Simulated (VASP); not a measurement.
# Mg2Si3 (R-3c) in VASP: notebook

Mg2Si3 is run at these levels: PBE; tasks: single point, relaxation of cell and atoms.

Everything below comes from runs of VASP 6.6.1. Logs are shortened: lines on timing, memory, paths and dates and some standing lists are left out, and cuts for length are marked.

### 1 The cell of the first run

It takes space group R-3c (No. 167, trigonal). Conventional cell: a = 6.079 Å, b = 6.079 Å, c = 22.036 Å, α = 90.00°, β = 90.00°, γ = 120.00°. Mg (site symmetry 3) has 6 Si at 2.69 to 2.84 Å within 3.5 Å. Within 3.2 Å of Si (site symmetry 2) lie 2 Si at 2.39 Å and 4 Mg at 2.69 to 2.84 Å.

### 2 Single point, PBE

INCAR reads:

```
SYSTEM = Mg2Si3
  ALGO = Normal
  EDIFF = 1E-6
  ENCUT = 520
  GGA = PE
  ISIF = 2
  ISMEAR = 0
  LASPH = .TRUE.
  LCHARG = .TRUE.
  LELF = .TRUE.
  LREAL = .FALSE.
  LVHAR = .TRUE.
  LWAVE = .FALSE.
  NBANDS = 27
  NELM = 100
  PREC = Accurate
  SIGMA = 0.1
```

KPOINTS reads:

```
k-points
0
G
  3 3 3
  0 0 0
```

POSCAR reads:

```
Mg2Si3
1.0
    3.0396949743      1.7549687117      7.3453829023
   -3.0396949743      1.7549687117      7.3453829023
    0.0000000000     -3.5099374234      7.3453829023
Mg Si
4 6
Direct
    0.8627455607      0.8627455607      0.8627455607
    0.6372544393      0.6372544393      0.6372544393
    0.1372544393      0.1372544393      0.1372544393
    0.3627455607      0.3627455607      0.3627455607
   -0.0229328652      0.5229328652      0.7500000000
    0.7500000000     -0.0229328652      0.5229328652
    0.5229328652      0.7500000000     -0.0229328652
    1.0229328652      0.4770671348      0.2500000000
    0.2500000000      1.0229328652      0.4770671348
    0.4770671348      0.2500000000      1.0229328652
```

Potentials or basis: VASP PAW PBE potentials, release 64 (Mg, Si).

The run is started by

```
> cat potpaw_PBE.64/Mg/POTCAR potpaw_PBE.64/Si/POTCAR > POTCAR
> mpirun -np 1 vasp_std > vasp.out
```

OUTCAR:

```text
SYSTEM = Mg2Si3
   EDIFF = 1E-6
   ENCUT = 520
   GGA = PE
   ISIF = 2
   ISMEAR = 0
   LASPH = .TRUE.
   LREAL = .FALSE.
   NELM = 100
   PREC = Accurate

 ion  position               nearest neighbor table
   1  0.863  0.863  0.863-  10 2.69   8 2.69   9 2.69   5 2.84   7 2.84   6 2.84
   2  0.637  0.637  0.637-   9 2.69   8 2.69  10 2.69   5 2.84   7 2.84   6 2.84
   3  0.137  0.137  0.137-   7 2.69   5 2.69   6 2.69   8 2.84   9 2.84  10 2.84
   4  0.363  0.363  0.363-   6 2.69   5 2.69   7 2.69   8 2.84   9 2.84  10 2.84
   5  0.977  0.523  0.750-   6 2.39   7 2.39   3 2.69   4 2.69   1 2.84   2 2.84
   6  0.750  0.977  0.523-   5 2.39   7 2.39   4 2.69   3 2.69   1 2.84   2 2.84
   7  0.523  0.750  0.977-   5 2.39   6 2.39   3 2.69   4 2.69   1 2.84   2 2.84
   8  0.023  0.477  0.250-   9 2.39  10 2.39   1 2.69   2 2.69   3 2.84   4 2.84
   9  0.250  0.023  0.477-   8 2.39  10 2.39   2 2.69   1 2.69   3 2.84   4 2.84
  10  0.477  0.250  0.023-   8 2.39   9 2.39   1 2.69   2 2.69   3 2.84   4 2.84

  LATTYP: Found a trigonal (rhomboedric) cell.
 ALAT       =     8.1409035553
 COS(alpha) =     0.7211666047

  Lattice vectors:

 A1 = (   3.0396949743,   1.7549687117,   7.3453829023)
 A2 = (  -3.0396949743,   1.7549687117,   7.3453829023)
 A3 = (   0.0000000000,  -3.5099374234,   7.3453829023)

Analysis of symmetry for initial positions (statically):
=====================================================================
 Subroutine PRICEL returns:
 Original cell was already a primitive cell.

 Routine SETGRP: Setting up the symmetry group for a
 trigonal (rhombohedral) supercell.

 Subroutine GETGRP returns: Found 12 space group operations
 (whereof  6 operations were pure point group operations)
 out of a pool of 12 trial point group operations.

The static configuration has the point symmetry S_6 .
 The point group associated with its full space group is D_3d.

Analysis of symmetry for dynamics (positions and initial velocities):
=====================================================================
 Subroutine PRICEL returns:
 Original cell was already a primitive cell.

 Routine SETGRP: Setting up the symmetry group for a
 trigonal (rhombohedral) supercell.

 Subroutine GETGRP returns: Found 12 space group operations
 (whereof  6 operations were pure point group operations)
 out of a pool of 12 trial point group operations.

The dynamic configuration has the point symmetry S_6 .
 The point group associated with its full space group is D_3d.
[... 104 lines left out ...]
   POTIM  = 0.5000    time-step for ionic-motion
   TEBEG  =    0.0;   TEEND  =   0.0 temperature during run
   PSTRESS=    0.0 pullay stress
   NELECT =      32.0000    total number of electrons
   NUPDOWN=      -1.0000    fix difference up-down
   EMIN   =  10.00;   EMAX   =-10.00  energy-range for DOS
   EFERMI =   0.00;   METHOD = LEGACY
   ISMEAR =     0;   SIGMA  =   0.10  broadening in eV -4-tet -1-fermi 0-gaus
   EFERMI_NEDOS =   21; number of points for ismear=-14 and -15
   IALGO  =     38    algorithm
   IMIX   =      4    mixing-type and parameters
     AMIX     =   0.40;   BMIX     =  1.00
     AMIX_MAG =   1.60;   BMIX_MAG =  1.00
  volume/ion in A,a.u.               =      23.51       158.66
  Fermi-wavevector in a.u.,A,eV,Ry     =   0.842112  1.591361  9.648605  0.709152
  Thomas-Fermi vector in A             =   1.956766
   LORBIT       =      0    0 simple, 1 ext, 2 COOP (PROOUT), +10 PAW based schemes
   GGA     = PE    functional components
   LHFCALC =     F    Hartree Fock is set to
   AEXX    =    0.0000 exact exchange contribution
   IVDW    =     0    specifies the selected vdW correction
   LEPSILON=     F    determine dielectric tensor
   LRPA    =     F    only Hartree local field effects (RPA)
 non-spin polarized calculation
 Gauss-broadening in eV      SIGMA  =   0.10
  energy-cutoff  :      520.00
  volume of cell :      235.11
 maximum number of plane-waves:      6375
 NGX is ok and might be reduce to    64
   NGX = 31   NGY = 31   NGZ = 31

 number of electron      32.0000000 magnetization

 Free energy of the ion-electron system (eV)
  ---------------------------------------------------
  ext. energy  EPLUGINS =         0.00000000
  ---------------------------------------------------
  free energy    TOTEN  =       -35.01669482 eV

  energy without entropy =      -34.99494853  energy(sigma->0) =      -35.00582168

 E-fermi :   3.4077     XC(G=0):  -8.5639

 val. band max:        3.3325584978   @ k =   0.0000   0.0000   0.0000
 cond. band min:       3.4092834153   @ k =  -0.3333   0.3333   0.3333
 fundamental gap:      0.0767249175
 Fermi energy:         3.4077259009

 k-point     1 :       0.0000    0.0000    0.0000
  band No.  band energies     occupation
      1      -7.4326      2.00000
      2      -6.7437      2.00000
      3      -2.5620      2.00000
      4      -2.5620      2.00000
      5      -2.0285      2.00000
      6      -2.0285      2.00000
[... 169 lines left out ...]
     26       7.0765      0.00000
     27       7.8979      0.00000

------------------------ aborting loop because EDIFF is reached ----------------------------------------

  FORCE on cell =-STRESS in cart. coord.  units (eV):
  Direction    XX          YY          ZZ          XY          YZ          ZX
  --------------------------------------------------------------------------------------
  -------------------------------------------------------------------------------------
  Total       -0.1569982     -0.1569982      0.1916745     -0.0000000      0.0000000      0.0000000
  in kB       -1.0698929     -1.0698929      1.3062008     -0.0000000      0.0000000      0.0000000
  external PRESSURE =      -0.2778617 kB  Pullay stress =       0.0000000 kB

 VOLUME and BASIS-vectors are now :
 -----------------------------------------------------------------------------
  energy-cutoff  :      520.00
  volume of cell :      235.11
      direct lattice vectors                 reciprocal lattice vectors
     3.039694974  1.754968712  7.345382902     0.164490189  0.094968455  0.045379981
    -3.039694974  1.754968712  7.345382902    -0.164490189  0.094968455  0.045379981
     0.000000000 -3.509937423  7.345382902     0.000000000 -0.189936909  0.045379981

 POSITION                                       TOTAL-FORCE (eV/Angst)
 -----------------------------------------------------------------------------------
      0.00000      0.00000     19.01159         0.000000      0.000000     -0.016509
      0.00000      0.00000     14.04263         0.000000      0.000000      0.016509
      0.00000      0.00000      3.02456         0.000000      0.000000      0.016509
      0.00000      0.00000      7.99352         0.000000      0.000000     -0.016509
      1.38043      0.00000     16.52711        -0.008846      0.000000      0.000000
     -0.69021      1.19549     16.52711         0.004423     -0.007661     -0.000000
     -0.69021     -1.19549     16.52711         0.004423      0.007661     -0.000000
     -1.38043      0.00000      5.50904         0.008846      0.000000      0.000000
      0.69021     -1.19549      5.50904        -0.004423      0.007661     -0.000000
      0.69021      1.19549      5.50904        -0.004423     -0.007661     -0.000000
 -----------------------------------------------------------------------------------
    total drift:                               -0.000000      0.000000      0.000000

  FREE ENERGIE OF THE ION-ELECTRON SYSTEM (eV)
  ---------------------------------------------------
  free  energy   TOTEN  =       -35.0166948243 eV

  energy  without entropy=      -34.9949485340  energy(sigma->0) =      -35.00582168
```

stdout:

```text
POSCAR found type information on POSCAR MgSi
 POSCAR found :  2 types and      10 ions
 scaLAPACK will be used
 LDA part: xc-table for (Slater+PW92), standard interpolation
 POSCAR, INCAR and KPOINTS ok, starting setup
 FFT: planning ... GRIDC
 FFT: planning ... GRID_SOFT
 FFT: planning ... GRID
 WAVECAR not read
 entering main loop
```

Wall time 72 s (1 thread of Intel Xeon 6975P-C (Granite Rapids), shared host); peak memory 0.53 GiB.

What came out:

```yaml
Free_energy: -35.0167 eV
Pressure: 0.0 GPa
Largest_force: 0.017 eV/Å
Band_gap_on_the_k_mesh: zero (bands 16 and 17 overlap by 0.36 eV)
```

Forces on the atoms (eV/Å):
```
Mg   0.000  0.000 -0.017
Mg   0.000  0.000  0.017
Mg   0.000  0.000  0.017
Mg   0.000  0.000 -0.017
Si  -0.009  0.000  0.000
Si   0.004 -0.008  0.000
Si   0.004  0.008  0.000
Si   0.009  0.000  0.000
Si  -0.004  0.008  0.000
Si  -0.004 -0.008  0.000
```

Caveat: the k points lie up to 0.41 Å⁻¹ apart.

### 3 Relaxation of cell and atoms, PBE

This run uses another cell than the first one, of 19.72 Å³/atom.

INCAR reads:

```
PREC = Accurate
ENCUT = 600
EDIFF = 1E-7
ISMEAR = 0
SIGMA = 0.1
LREAL = F
LASPH = T
NELM = 80
ALGO = Normal
ISIF = 3
LWAVE = F
LCHARG = F
GGA = PE
IBRION = 2
NSW = 90
EDIFFG = -0.04
```

KPOINTS reads:

```
Automatic mesh
0
Gamma
  3 3 3
```

POSCAR reads:

```
Mg2Si3
1.0
    3.1505528406      1.8189725306      5.7344792904
   -3.1505528406      1.8189725306      5.7344792904
    0.0000000000     -3.6379450613      5.7344792904
Mg Si
4 6
Direct
    0.8521800000      0.8521800000      0.8521800000
    0.6478200000      0.6478200000      0.6478200000
    0.1478200000      0.1478200000      0.1478200000
    0.3521800000      0.3521800000      0.3521800000
    0.0562500000      0.4437500000      0.7500000000
    0.7500000000      0.0562500000      0.4437500000
    0.4437500000      0.7500000000      0.0562500000
    0.9437500000      0.5562500000      0.2500000000
    0.2500000000      0.9437500000      0.5562500000
    0.5562500000      0.2500000000      0.9437500000
```

Potentials or basis: VASP PAW PBE potentials, release 64 (Mg, Si).

The run is started by

```
> cat potpaw_PBE.64/Mg/POTCAR potpaw_PBE.64/Si/POTCAR > POTCAR
> mpirun -np 1 vasp_std > vasp.out
```

OUTCAR:

```text
PREC = Accurate
   ENCUT = 600
   EDIFF = 1E-7
   ISMEAR = 0
   LREAL = F
   LASPH = T
   NELM = 80
   ISIF = 3
   GGA = PE
   IBRION = 2
   NSW = 90
   EDIFFG = -0.04

 ion  position               nearest neighbor table
   1  0.852  0.852  0.852-  10 2.46   9 2.46   8 2.46   5 2.61   7 2.61   6 2.61   2 3.52
   2  0.648  0.648  0.648-   9 2.46  10 2.46   8 2.46   5 2.61   6 2.61   7 2.61   1 3.52
   3  0.148  0.148  0.148-   7 2.46   6 2.46   5 2.46   8 2.61  10 2.61   9 2.61   4 3.52
   4  0.352  0.352  0.352-   6 2.46   7 2.46   5 2.46   8 2.61   9 2.61  10 2.61   3 3.52
   5  0.056  0.444  0.750-   3 2.46   4 2.46   1 2.61   2 2.61
   6  0.750  0.056  0.444-   4 2.46   3 2.46   2 2.61   1 2.61
   7  0.444  0.750  0.056-   3 2.46   4 2.46   1 2.61   2 2.61
   8  0.944  0.556  0.250-   1 2.46   2 2.46   3 2.61   4 2.61
   9  0.250  0.944  0.556-   2 2.46   1 2.46   4 2.61   3 2.61
  10  0.556  0.250  0.944-   1 2.46   2 2.46   3 2.61   4 2.61

[... 471 lines left out ...]

[... ionic steps 4 to 41 ...]

--------------------------------------- Ionic step       42  -------------------------------------------

 number of electron      31.9999998 magnetization

------------------------ aborting loop because EDIFF is reached ----------------------------------------
[... 83 lines left out ...]
--------------------------------------- Ionic step       44  -------------------------------------------

 number of electron      31.9999999 magnetization

 Free energy of the ion-electron system (eV)
  ---------------------------------------------------
  ext. energy  EPLUGINS =         0.00000000
  ---------------------------------------------------
  free energy    TOTEN  =       -35.01573040 eV

  energy without entropy =      -34.99277372  energy(sigma->0) =      -35.00425206

 E-fermi :   3.3756     XC(G=0):  -8.5659

 val. band max:        3.3670039805   @ k =   0.0000   0.0000   0.0000
 cond. band min:       3.6323974645   @ k =   0.0000   0.0000   0.0000
 fundamental gap:      0.2653934840
 Fermi energy:         3.3756198518

 k-point     1 :       0.0000    0.0000    0.0000
  band No.  band energies     occupation
      1      -7.4136      2.00000
      2      -6.7426      2.00000
      3      -2.5143      2.00000
      4      -2.5143      2.00000
      5      -2.0054      2.00000
      6      -2.0054      2.00000
[... 176 lines left out ...]
  FREE ENERGIE OF THE ION-ELECTRON SYSTEM (eV)
  ---------------------------------------------------
  free  energy   TOTEN  =       -35.0157303979 eV

  energy  without entropy=      -34.9927737192  energy(sigma->0) =      -35.00425206

 reached required accuracy - stopping structural energy minimisation
```

OSZICAR:

```text
N       E                     dE             d eps       ncg     rms          rms(c)
DAV:   1     0.826048212617E+02    0.82605E+02   -0.12551E+04   264   0.131E+03
DAV:   2    -0.228772545654E+02   -0.10548E+03   -0.10062E+03   342   0.161E+02
DAV:   3    -0.287095102093E+02   -0.58323E+01   -0.56044E+01   350   0.331E+01
[... 474 lines left out ...]
DAV:   4    -0.350157280986E+02   -0.14889E-05   -0.59736E-05   306   0.395E-02    0.119E-02
DAV:   5    -0.350157291803E+02   -0.10817E-05   -0.74649E-06   320   0.115E-02    0.719E-03
DAV:   6    -0.350157305846E+02   -0.14043E-05   -0.34937E-06   288   0.764E-03    0.136E-03
DAV:   7    -0.350157304800E+02    0.10464E-06   -0.38498E-07   288   0.304E-03    0.967E-04
DAV:   8    -0.350157303979E+02    0.82059E-07   -0.12124E-07   150   0.152E-03
  44 F= -.35015730E+02 E0= -.35004252E+02  d E =-.670464E-02
```

Run time: 17 min. Hardware: 1 thread of Intel Xeon 6975P-C (Granite Rapids), shared host; peak memory 0.41 GiB.

Results:

* Free energy: -35.0157 eV
* Relaxed volume: 23.49 Å³/atom
* Relaxed cell: a = 8.225 Å, b = 8.225 Å, c = 8.225 Å, α = 43.04°, β = 43.04°, γ = 43.04°
* Space group after relaxing (to 0.1 Å): R-3c (No. 167)
* Pressure after relaxing: 0.0 GPa
* Largest force after relaxing: 0.033 eV/Å
* Band gap on the k mesh: zero (bands 16 and 17 overlap by 0.34 eV)

Forces on the atoms (eV/Å):
```
Mg   0.000  0.000  0.032
Mg   0.000  0.000 -0.032
Mg   0.000  0.000 -0.032
Mg   0.000  0.000  0.032
Si  -0.033  0.000  0.000
Si   0.017 -0.029  0.000
Si   0.017  0.029  0.000
Si   0.033  0.000  0.000
Si  -0.017  0.029  0.000
Si  -0.017 -0.029  0.000
```

Stress tensor (GPa, compression positive):
```
-0.06  0.00  0.00
 0.00 -0.06  0.00
 0.00  0.00  0.06
```

Final structure:
```
Mg Si
1.0
     3.01718    1.74197    7.45034
    -3.01718    1.74197    7.45034
     0.00000   -3.48394    7.45034
Mg Si
4 6
Direct
  0.86054 0.86054 0.86054
  0.63946 0.63946 0.63946
  0.13946 0.13946 0.13946
  0.36054 0.36054 0.36054
  0.97933 0.52067 0.75000
  0.75000 0.97933 0.52067
  0.52067 0.75000 0.97933
  0.02067 0.47933 0.25000
  0.25000 0.02067 0.47933
  0.47933 0.25000 0.02067
```

Levels at points of the mesh, in eV from the Fermi level:
```csv
k point,band 14,band 15,band 16,band 17,band 18,band 19
"(0.00, 0.00, 0.00)",-2.23,-0.26,-0.01,0.26,0.26,1.18
```

Caveat: the k points lie up to 0.41 Å⁻¹ apart in the final cell; the volume moved by over 15 % at a fixed basis, so the end points are rough.
